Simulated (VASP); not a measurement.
Input of a VASP 6.6.1 run:

File INCAR:

```
PREC     = Accurate       # precision mode
ENCUT    = 520            # plane-wave cutoff, eV
EDIFF    = 1E-7           # SCF threshold, eV
ISMEAR   = 0              # smearing method
SIGMA    = 0.1            # smearing width, eV
LREAL    = F              # projectors in reciprocal space
LASPH    = T              # aspherical terms in the spheres
NELM     = 60             # most SCF steps
ALGO     = Fast           # electronic algorithm
ISIF     = 2              # what is computed and relaxed
LWAVE    = F              # write WAVECAR
LCHARG   = F              # write CHGCAR
GGA      = PS             # functional
NBANDS   = 26             # bands
```

File KPOINTS:

```
Automatic mesh
0
Gamma
  12 12 12
```

Contents of POSCAR:

```
AlCu3
1.0
    3.7031016417      0.0000000000      0.0000000000
    0.0000000000      3.7031016417      0.0000000000
    0.0000000000      0.0000000000      3.7031016417
Al Cu
1 3
Direct
    0.0000000000      0.0000000000      0.0000000000
    0.5000000000      0.5000000000      0.0000000000
    0.5000000000      0.0000000000      0.5000000000
    0.0000000000      0.5000000000      0.5000000000
```

Potentials or basis: VASP PAW PBE potentials, release 64 (Al, Cu).

Launch:

```bash
$ cat potpaw_PBE.64/Al/POTCAR potpaw_PBE.64/Cu/POTCAR > POTCAR
$ mpirun -np 1 vasp_std > vasp.out
```

(1) Estimate the pressure.

(2) Predict the band gap on the k mesh.

Answers

(1) -7.2 GPa.

(2) zero (bands 18 and 19 overlap by 5.29 eV).

Caveat: the cell stands under tension; the PAW data sets were made with another functional, which shifts forces and pressure a little.
